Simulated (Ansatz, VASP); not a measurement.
HfSiO4: VASP beside Ansatz

```xyz
12
Lattice="-3.2862 3.2862 2.9816 3.2862 -3.2862 2.9816 3.2862 3.2862 -2.9816" Properties=species:S:1:pos:R:3 pbc="T T T"
Hf    0.0000    3.2862    1.4908
Hf    0.0000    0.0000    0.0000
Si    3.2862    0.0000    1.4908
Si    0.0000    0.0000    2.9816
O     3.2863    2.0685   -1.0777
O     4.5040    0.0000    0.4131
O     0.0000    1.2177    1.9039
O     2.0685    0.0000    0.4131
O     3.2862    1.2177    2.5685
O     1.2177    0.0000    4.0593
O     3.2862   -1.2177    2.5685
O     2.0685    3.2862    1.0777
```

Alike in both runs: functional PBE; k mesh 5 × 5 × 5; occupations fermi-dirac, width 0.02 eV; no spin polarisation.

Ansatz relaxed the structure, and its values are those at the end. VASP's run is a single point on that final structure, the one shown.

|  | VASP | Ansatz |
| --- | --- | --- |
| version | VASP 6.6.1 | Ansatz 0.2.0 |
| potentials or method | VASP PAW PBE potentials, release 64 (Hf_pv, Si, O) | plane-wave PAW, scalar-relativistic |
| plane-wave cutoff (eV) | 520 | 420 |
| valence electrons in the cell | 76 | 108 |

```tsv
	VASP	Ansatz	Ansatz less VASP
gap on the k mesh at the Fermi level (eV)	5.43	5.48	+0.056
pressure (GPa)	5.3	7.0	+1.70
rms of the force components (eV/Å)	0.092	0.000	-0.0921
```

VASP's potentials hold 76 valence electrons a cell and Ansatz's 108, so a difference there can come from the potentials and not from the codes. Ansatz's warnings: stress scf threshold loose.

Neither program's run includes spin-orbit coupling.
